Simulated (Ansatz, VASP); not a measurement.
**One calculation of Pt, two programs**

INCAR

```
PREC     = Accurate       # precision mode
ENCUT    = 520            # plane-wave cutoff, eV
EDIFF    = 1E-6           # SCF threshold, eV
ISMEAR   = 0              # smearing method
SIGMA    = 0.15           # smearing width, eV
LREAL    = F              # projectors in reciprocal space
LASPH    = T              # aspherical terms in the spheres
NELM     = 100            # most SCF steps
ALGO     = Fast           # electronic algorithm
ISIF     = 2              # what is computed and relaxed
LWAVE    = F              # write WAVECAR
LCHARG   = F              # write CHGCAR
GGA      = PE             # functional
NBANDS   = 11             # bands
```

The input KPOINTS:

```
Automatic mesh
0
Gamma
  24 24 24
```

Contents of POSCAR:

```
Pt
1.0
    0.0000000000      2.2602304467      1.4691497903
    2.2602304467      0.0000000000      1.4691497903
    2.2602304467      2.2602304467      0.0000000000
Pt
1
Direct
    0.0000000000      0.0000000000      0.0000000000
```

Input for Ansatz:

```yaml
crystal:
  lattice:
    - [0.0, 2.2602304467, 1.4691497903]
    - [2.2602304467, 0.0, 1.4691497903]
    - [2.2602304467, 2.2602304467, 0.0]
  atoms:
    - { symbol: Pt, position: [0.0, 0.0, 0.0] }
basis:
  ecutwfc: 420
kpoints:
  mp_grid: { grid: [24, 24, 24] }
hamiltonian:
  xc: pbe
scf:
  occupations: { method: gaussian, width: 0.15 }
output:
  forces: true
  stress: true
  eigenvalues: true
  write_density: true
  write_potential: true
  elf: true
  volumetric_format: npy
```

Alike in both runs: task single point; functional PBE; k mesh 24 × 24 × 24; occupations gaussian, width 0.15 eV; no spin polarisation.

|  | VASP | Ansatz |
| --- | --- | --- |
| version | VASP 6.6.1 | Ansatz 0.2.0 |
| potentials or method | VASP PAW PBE potentials, release 64 (Pt), cutoff 520 eV | scalar-relativistic, plane waves, PAW |
| valence electrons in the cell | 10 | 18 |

|  | VASP | Ansatz | Ansatz less VASP |
| --- | --- | --- | --- |
| gap on the k mesh at the Fermi level (eV) | none | none | - |
| pressure (GPa) | 13.8 | 14.4 | +0.55 |
| traceless stress, the component that is largest in VASP (GPa) | -5.92 | -5.96 | -0.035 |

A gap of «none» marks a metal or a gap that the smearing closes. VASP's potentials hold 10 valence electrons a cell and Ansatz's 18, so a difference there can come from the potentials and not from the codes.

Spin-orbit coupling is off throughout.
